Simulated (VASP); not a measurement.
# MnO2 (P-3m1) in VASP: notebook

MnO2 is run at these levels: PBE; tasks: single point.

Program: VASP 6.6.1. These are calculated values, not measurements. Logs are shortened: lines on timing, memory, paths and dates and some standing lists are left out, and cuts for length are marked.

## Step 1: The cell of the first run

It takes space group P-3m1 (No. 164, trigonal). The conventional cell has a = 2.877 Å, b = 2.877 Å, c = 5.446 Å, α = 90.00°, β = 90.00°, γ = 120.00°. Mn (site symmetry -3m) has 6 O at 1.92 Å within 2.5 Å. O (site symmetry 3m) has 3 Mn at 1.92 Å within 2.5 Å.

## Step 2: Single point, PBE

INCAR

```
ALGO = Normal
EDIFF = 1E-6
ENCUT = 600
GGA = PE
GGA_COMPAT = False
ISIF = 2
ISMEAR = 0
LASPH = True
LCHARG = False
LREAL = False
LWAVE = False
NBANDS = 20
NELM = 120
PREC = Accurate
SIGMA = 0.05
```

KPOINTS

```
k-points
0
Gamma
  14 14 6
```

POSCAR

```
MnO2
1.0
    2.8768068094      0.0000000000      0.0000000000
   -1.4384034047      2.4913877787      0.0000000000
    0.0000000000      0.0000000000      5.4464523635
Mn O
1 2
Direct
    0.0000000000      0.0000000000      0.0000000000
    0.3333333333      0.6666666667      0.1753671606
    0.6666666667      0.3333333333      0.8246328394
```

Potentials or basis: VASP PAW PBE potentials, release 64 (Mn_sv, O).

On the command line:

```sh
$ cat potpaw_PBE.64/Mn_sv/POTCAR potpaw_PBE.64/O/POTCAR > POTCAR
$ mpirun -np 1 vasp_std > vasp.out
```

OUTCAR:

```text
EDIFF = 1E-6
   ENCUT = 600
   GGA = PE
   ISIF = 2
   ISMEAR = 0
   LASPH = True
   LREAL = False
   NELM = 120
   PREC = Accurate

 ion  position               nearest neighbor table
   1  0.000  0.000  0.000-   2 1.92   3 1.92   2 1.92   3 1.92   3 1.92   2 1.92
   2  0.333  0.667  0.175-   1 1.92   1 1.92   1 1.92
   3  0.667  0.333  0.825-   1 1.92   1 1.92   1 1.92

  LATTYP: Found a hexagonal cell.
 ALAT       =     2.8768068094
 C/A-ratio  =     1.8932284037

  Lattice vectors:

 A1 = (   2.8768068094,   0.0000000000,   0.0000000000)
 A2 = (  -1.4384034047,   2.4913877787,   0.0000000000)
 A3 = (   0.0000000000,   0.0000000000,   5.4464523635)

Analysis of symmetry for initial positions (statically):
=====================================================================
 Subroutine PRICEL returns:
 Original cell was already a primitive cell.

 Routine SETGRP: Setting up the symmetry group for a
 hexagonal supercell.

 Subroutine GETGRP returns: Found 12 space group operations
 (whereof 12 operations were pure point group operations)
 out of a pool of 24 trial point group operations.

The static configuration has the point symmetry D_3d.

Analysis of symmetry for dynamics (positions and initial velocities):
=====================================================================
 Subroutine PRICEL returns:
 Original cell was already a primitive cell.

 Routine SETGRP: Setting up the symmetry group for a
 hexagonal supercell.

 Subroutine GETGRP returns: Found 12 space group operations
 (whereof 12 operations were pure point group operations)
 out of a pool of 24 trial point group operations.

The dynamic configuration has the point symmetry D_3d.

 Subroutine INISYM returns: Found 12 space group operations
 (whereof 12 operations are pure point group operations),
 and found     1 'primitive' translations

----------------------------------------------------------------------------------------

                                     Primitive cell

  volume of cell :      39.0360

  direct lattice vectors                    reciprocal lattice vectors
     2.876806809  0.000000000  0.000000000     0.347607631  0.200691359  0.000000000
    -1.438403405  2.491387779  0.000000000     0.000000000  0.401382719  0.000000000
     0.000000000  0.000000000  5.446452363     0.000000000  0.000000000  0.183605755

  length of vectors
     2.876806809  2.876806809  5.446452363     0.401382719  0.401382719  0.183605755

  position of ions in fractional coordinates (direct lattice)
     0.000000000  0.000000000  0.000000000
     0.333333333  0.666666667  0.175367161
     0.666666667  0.333333333  0.824632839

  ion indices of the primitive-cell ions
   primitive index   ion index
                 1           1
                 2           2
                 3           3

----------------------------------------------------------------------------------------

 KPOINTS: k-points

Automatic generation of k-mesh.
 Grid dimensions read from file:
 generate k-points for:   14   14    6

 Generating k-lattice:

  Cartesian coordinates                     Fractional coordinates (reciprocal lattice)
     0.024829117  0.014335097  0.000000000     0.071428571  0.000000000  0.000000000
     0.000000000  0.028670194  0.000000000     0.000000000  0.071428571  0.000000000
     0.000000000  0.000000000  0.030600959     0.000000000  0.000000000  0.166666667

  Length of vectors
     0.028670194  0.028670194  0.030600959

  Shift w.r.t. Gamma in fractional coordinates (k-lattice)
     0.000000000  0.000000000  0.000000000

 Subroutine IBZKPT returns following result:
 ===========================================

 Found    128 irreducible k-points:

 Following reciprocal coordinates:
            Coordinates               Weight
  0.000000  0.000000  0.000000      1.000000
  0.071429 -0.000000  0.000000      6.000000
  0.142857 -0.000000  0.000000      6.000000
  0.214286 -0.000000  0.000000      6.000000
  0.285714 -0.000000  0.000000      6.000000
  0.357143 -0.000000  0.000000      6.000000
[... 16 lines left out ...]
  0.285714  0.285714  0.000000      6.000000
  0.357143  0.285714  0.000000      6.000000
 [... further k-points ...]
   k-points           NKPTS =    128   k-points in BZ     NKDIM =    128   number of bands    NBANDS=     20
   number of dos      NEDOS =    301   number of ions     NIONS =      3
   total plane-waves  NPLWV =  27648
   dimension x,y,z NGX =    24 NGY =   24 NGZ =   48
   dimension x,y,z NGXF=    48 NGYF=   48 NGZF=   96
   ions per type =               1   2
   NGX,Y,Z   is equivalent  to a cutoff of  13.87, 13.87, 14.65 a.u.
   NGXF,Y,Z  is equivalent  to a cutoff of  27.74, 27.74, 29.30 a.u.
 SYSTEM =  unknown system
   PREC   = accura    normal or accurate (medium, high low for compatibility)
   ISTART =      0    job   : 0-new  1-cont  2-samecut
   ICHARG =      2    charge: 1-file 2-atom 10-const
   ISPIN  =      1    spin polarized calculation?
   LNONCOLLINEAR =      F non collinear calculations
   LSORBIT =      F    spin-orbit coupling
   LASPH  =      T    aspherical Exc in radial PAW
   ENCUT  =  600.0 eV  44.10 Ry    6.64 a.u.   5.75  5.75 10.88*2*pi/ulx,y,z
   NELM   =    120;   NELMIN=  2; NELMDL= -5     # of ELM steps
   EDIFF  = 0.1E-05   stopping-criterion for ELM
   LREAL  =      F    real-space projection
   EDIFFG = 0.1E-04   stopping-criterion for IOM
   NSW    =      0    number of steps for IOM
   IBRION =     -1    ionic relax: 0-MD 1-quasi-New 2-CG
   NFREE  =      0    steps in history (QN), initial steepest desc. (CG)
   ISIF   =      2    stress and relaxation
   ISYM   =      2    0-nonsym 1-usesym 2-fastsym
   POTIM  = 0.5000    time-step for ionic-motion
   TEBEG  =    0.0;   TEEND  =   0.0 temperature during run
   PSTRESS=    0.0 pullay stress
   NELECT =      27.0000    total number of electrons
   NUPDOWN=      -1.0000    fix difference up-down
   EMIN   =  10.00;   EMAX   =-10.00  energy-range for DOS
   EFERMI =   0.00;   METHOD = LEGACY
   ISMEAR =     0;   SIGMA  =   0.05  broadening in eV -4-tet -1-fermi 0-gaus
   EFERMI_NEDOS =   21; number of points for ismear=-14 and -15
   IALGO  =     38    algorithm
   IMIX   =      4    mixing-type and parameters
     AMIX     =   0.40;   BMIX     =  1.00
     AMIX_MAG =   1.60;   BMIX_MAG =  1.00
  volume/ion in A,a.u.               =      13.01        87.81
  Fermi-wavevector in a.u.,A,eV,Ry     =   1.447796  2.735939 28.519370  2.096115
  Thomas-Fermi vector in A             =   2.565710
   LORBIT       =      0    0 simple, 1 ext, 2 COOP (PROOUT), +10 PAW based schemes
   GGA     = PE    functional components
   LHFCALC =     F    Hartree Fock is set to
   AEXX    =    0.0000 exact exchange contribution
   IVDW    =     0    specifies the selected vdW correction
   LEPSILON=     F    determine dielectric tensor
   LRPA    =     F    only Hartree local field effects (RPA)
 non-spin polarized calculation
 Gauss-broadening in eV      SIGMA  =   0.05
  energy-cutoff  :      600.00
  volume of cell :       39.04
 maximum number of plane-waves:      1320
 NGX is ok and might be reduce to    24
   NGX = 11   NGY = 11   NGZ = 21

 number of electron      27.0000000 magnetization

 Free energy of the ion-electron system (eV)
  ---------------------------------------------------
  ext. energy  EPLUGINS =         0.00000000
  ---------------------------------------------------
  free energy    TOTEN  =       -22.80518655 eV

  energy without entropy =      -22.79957057  energy(sigma->0) =      -22.80237856

 E-fermi :   2.6700     XC(G=0):  -9.5862

 val. band max:        2.6698351641   @ k =   0.2857   0.2143   0.5000
 cond. band min:       2.7095480321   @ k =  -0.1429   0.4286   0.3333
 fundamental gap:      0.0397128680
 Fermi energy:         2.6700048851

 k-point     1 :       0.0000    0.0000    0.0000
  band No.  band energies     occupation
      1     -77.3497      2.00000
      2     -46.0689      2.00000
      3     -46.0689      2.00000
      4     -45.9351      2.00000
      5     -17.0655      2.00000
      6     -15.0332      2.00000
[... 12 lines left out ...]
     19      12.7254      0.00000
     20      14.5777      0.00000

 k-point     2 :       0.0714   -0.0000    0.0000
  band No.  band energies     occupation
      1     -77.3488      2.00000
      2     -46.0769      2.00000
      3     -46.0707      2.00000
      4     -45.9337      2.00000
      5     -17.0036      2.00000
      6     -15.0476      2.00000
[... 12 lines left out ...]
     19      12.9634      0.00000
     20      14.6790      0.00000

 k-point     3 :       0.1429   -0.0000    0.0000
  band No.  band energies     occupation
      1     -77.3463      2.00000
      2     -46.0999      2.00000
      3     -46.0758      2.00000
      4     -45.9299      2.00000
      5     -16.8266      2.00000
      6     -15.0890      2.00000
[... 12 lines left out ...]
     19      13.5800      0.00000
     20      14.9675      0.00000

 k-point     4 :       0.2143   -0.0000    0.0000
  band No.  band energies     occupation
      1     -77.3428      2.00000
      2     -46.1326      2.00000
      3     -46.0831      2.00000
      4     -45.9241      2.00000
      5     -16.5597      2.00000
      6     -15.1508      2.00000
[... 12 lines left out ...]
     19      14.3719      0.00000
     20      15.3853      0.00000

 k-point     5 :       0.2857   -0.0000    0.0000
  band No.  band energies     occupation
      1     -77.3388      2.00000
      2     -46.1694      2.00000
      3     -46.0915      2.00000
      4     -45.9178      2.00000
      5     -16.2448      2.00000
      6     -15.2237      2.00000
[... 12 lines left out ...]
     19      15.1374      0.00000
     20      15.7909      0.00000

 k-point     6 :       0.3571   -0.0000    0.0000
  band No.  band energies     occupation
      1     -77.3352      2.00000
      2     -46.2017      2.00000
      3     -46.0987      2.00000
      4     -45.9121      2.00000
      5     -15.9367      2.00000
      6     -15.2978      2.00000
[... 12 lines left out ...]
     19      15.6343      0.00000
     20      15.9710      0.00000

 k-point     7 :       0.4286   -0.0000    0.0000
  band No.  band energies     occupation
      1     -77.3328      2.00000
      2     -46.2242      2.00000
      3     -46.1038      2.00000
      4     -45.9081      2.00000
      5     -15.6948      2.00000
      6     -15.3673      2.00000
[... 12 lines left out ...]
     19      15.2361      0.00000
     20      16.2521      0.00000
[... 277 lines left out ...]
 k-point    20 :       0.2143    0.2143    0.0000
  band No.  band energies     occupation
      1     -77.3343      2.00000
      2     -46.1913      2.00000
      3     -46.1198      2.00000
      4     -45.9108      2.00000
      5     -15.8653      2.00000
      6     -15.3068      2.00000
[... 12 lines left out ...]
     19      16.1895      0.00000
     20      16.5477      0.00000

 k-point    21 :       0.2857    0.2143    0.0000
  band No.  band energies     occupation
      1     -77.3319      2.00000
      2     -46.2029      2.00000
      3     -46.1349      2.00000
      4     -45.9068      2.00000
      5     -15.6420      2.00000
      6     -15.3588      2.00000
[... 12 lines left out ...]
     19      16.4515      0.00000
     20      16.7039      0.00000

 k-point    22 :       0.3571    0.2143    0.0000
  band No.  band energies     occupation
      1     -77.3305      2.00000
      2     -46.2085      2.00000
      3     -46.1445      2.00000
      4     -45.9046      2.00000
      5     -15.4960      2.00000
      6     -15.4059      2.00000
[... 12 lines left out ...]
     19      15.6125      0.00000
     20      17.0000      0.00000

 k-point    23 :       0.2857    0.2857    0.0000
  band No.  band energies     occupation
      1     -77.3303      2.00000
      2     -46.1989      2.00000
      3     -46.1559      2.00000
      4     -45.9043      2.00000
      5     -15.4951      2.00000
      6     -15.3925      2.00000
[... 12 lines left out ...]
     19      16.3225      0.00000
     20      16.7231      0.00000

 k-point    24 :       0.3571    0.2857    0.0000
  band No.  band energies     occupation
      1     -77.3298      2.00000
      2     -46.1932      2.00000
      3     -46.1678      2.00000
      4     -45.9034      2.00000
      5     -15.4237      2.00000
      6     -15.4227      2.00000
[... 12 lines left out ...]
     19      15.7190      0.00000
     20      16.5716      0.00000

 [... further k-points ...]
[... 5 lines left out ...]
  --------------------------------------------------------------------------------------
  -------------------------------------------------------------------------------------
  Total       -2.7799186     -2.7799186     -0.9581267      0.0000000      0.0000000      0.0000000
  in kB     -114.0977108   -114.0977108    -39.3249137      0.0000000      0.0000000      0.0000000
  external PRESSURE =     -89.1734451 kB  Pullay stress =       0.0000000 kB

 VOLUME and BASIS-vectors are now :
 -----------------------------------------------------------------------------
  energy-cutoff  :      600.00
  volume of cell :       39.04
      direct lattice vectors                 reciprocal lattice vectors
     2.876806809  0.000000000  0.000000000     0.347607631  0.200691359  0.000000000
    -1.438403405  2.491387779  0.000000000     0.000000000  0.401382719  0.000000000
     0.000000000  0.000000000  5.446452363     0.000000000  0.000000000  0.183605755

 POSITION                                       TOTAL-FORCE (eV/Angst)
 -----------------------------------------------------------------------------------
      0.00000      0.00000      0.00000         0.000000      0.000000     -0.000000
     -0.00000      1.66093      0.95513         0.000000      0.000000     -0.380086
      1.43840      0.83046      4.49132        -0.000000      0.000000      0.380086
 -----------------------------------------------------------------------------------
    total drift:                                0.000000      0.000000     -0.000000

  FREE ENERGIE OF THE ION-ELECTRON SYSTEM (eV)
  ---------------------------------------------------
  free  energy   TOTEN  =       -22.8051865533 eV

  energy  without entropy=      -22.7995705724  energy(sigma->0) =      -22.80237856
```

Run time: 87 s. Hardware: 1 thread of Intel Xeon Platinum 8259CL at 2.50GHz (Skylake/Cascade Lake), shared host; peak memory 0.25 GiB.

Results:

```yaml
Free_energy: -22.8052 eV
Pressure: -8.9 GPa
Largest_force: 0.380 eV/Å
```

Forces in eV/Å, atoms in the order of the input:
```
Mn   0.000  0.000  0.000
O    0.000  0.000 -0.380
O    0.000  0.000  0.380
```

Caveat: an odd number of electrons without spin polarisation forces a metal; a magnetic or distorted state may lie lower; the run has no spin polarisation, though such a crystal can be magnetic; semilocal functionals often make such compounds metallic where correlation or magnetic order opens a gap, which also shifts bond lengths.

(Part 1 of 2 ends here.)
